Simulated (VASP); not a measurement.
The system is CaZr2N3.

```
Ca Zr N
1.0
     4.23962    0.00000    0.00000
     0.00000    4.23962    0.00000
     0.00000    0.00000    5.22060
Ca Zr N
1 2 3
Cartesian
  0.0000 0.0000 2.6103
  2.1198 2.1198 0.0000
  0.0000 0.0000 0.0000
  2.1198 2.1198 2.6103
  0.0000 2.1198 0.0000
  2.1198 0.0000 0.0000
```

The cell was generated, and may not be a known phase.

```yaml
Program: VASP 6.6.1
Task: relaxation of cell and atoms
Functional: PBE
Potentials_or_basis: VASP PAW PBE potentials, release 64 (Ca_sv, Zr_sv, N)
Cutoff: 600 eV
k_mesh: 4 × 4 × 4
Occupations: gaussian, width 0.1 eV
Spin: no spin polarisation
```

At the start: pressure 10.8 GPa; volume 15.64 Å³/atom.

Problem. Where does the relaxation end?

Solution. Over 6 steps the energy falls by 64.6 meV/atom and the volume is 17.80 Å³/atom (+13.8 %); space group P4/mmm (No. 123, to 0.1 Å) before and after.

Step by step:
```csv
step,energy change (eV),largest force (eV/Å),pressure (GPa),volume (Å³)
1,0.0000,0.0000,10.80,93.84
2,-0.0296,0.0000,-7.81,108.90
3,-0.2314,0.0000,-0.06,101.24
4,-0.3531,0.0000,-0.18,104.05
5,-0.3844,0.0000,0.31,107.55
6,-0.3873,0.0000,0.16,106.82
```

Final structure:
```yaml
crystal:
  lattice:
    - [4.30403, 0.00000, 0.00000]
    - [0.00000, 4.30403, 0.00000]
    - [0.00000, 0.00000, 5.76625]
  atoms:
    - { symbol: Ca, position: [0.00000, 0.00000, 0.50000] }
    - { symbol: Zr, position: [0.50000, 0.50000, 0.00000] }
    - { symbol: Zr, position: [0.00000, 0.00000, 0.00000] }
    - { symbol: N, position: [0.50000, 0.50000, 0.50000] }
    - { symbol: N, position: [0.00000, 0.50000, 0.00000] }
    - { symbol: N, position: [0.50000, 0.00000, 0.00000] }
```

Caveat: the k points lie up to 0.36 Å⁻¹ apart in the final cell, too coarse for converged energies and pressures of a metal; an odd number of electrons without spin polarisation forces a metal; a magnetic or distorted state may lie lower.
